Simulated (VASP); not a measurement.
Set up this calculation in VASP 6.6.1, as the native input.

```
Task                   : single point
Functional             : PBEsol
Potentials or basis    : VASP PAW PBE potentials, release 64 (Hf_pv, C)
Cutoff                 : 520 eV
k mesh                 : 6 × 6 × 4, shifted
Occupations            : gaussian, width 0.1 eV
Spin                   : no spin polarisation
Dipole correction      : no
Further INCAR settings : ALGO = Normal; EDIFF = 1e-06; NBANDS = 22; ISYM = 0
```

The structure of HfC lies in POSCAR:

```
HfC
1.0
    3.3428660000      0.0000000000      0.0000000000
   -1.6714330000      2.8950070000      0.0000000000
    0.0000000000      0.0000000000      5.2027140000
Hf C
2 2
Direct
    0.6666666667      0.3333333333      0.7500000000
    0.3333333333      0.6666666667      0.2500000000
   -0.0172711154     -0.0345422308      0.0000000000
    0.0000000000      0.0000000000      0.5000000000
```

One way to write it, as run:

INCAR

```
PREC = Accurate
ENCUT = 520
EDIFF = 1E-6
ISMEAR = 0
SIGMA = 0.1
LREAL = False
LASPH = True
NELM = 60
ALGO = Normal
ISIF = 2
LWAVE = False
LCHARG = False
GGA = PS
ISYM = 0
NBANDS = 22
```

KPOINTS

```
Automatic mesh
0
Gamma
  6 6 4
  0.5 0.5 0.5
```

Potentials or basis: VASP PAW PBE potentials, release 64 (Hf_pv, C).

The run is started by

```bash
$ cat potpaw_PBE.64/Hf_pv/POTCAR potpaw_PBE.64/C/POTCAR > POTCAR
$ mpirun -np 1 vasp_std > vasp.out
```

Results of the run:

- Pressure: -7.4 GPa
- Largest force: 1.202 eV/Å
- Band gap on the k mesh: zero (bands 14 and 15 overlap by 0.11 eV)

Caveat: the k points lie up to 0.36 Å⁻¹ apart; the PAW data sets were made with another functional, which shifts forces and pressure a little; spin-orbit coupling is left out, which moves the levels of the heavy elements.

It took 4.7 min on 1 thread of Intel(R) Xeon(R) Platinum 8375C CPU @ 2.90GHz (Ice Lake), with other jobs on the host, peak memory 0.33 GiB.
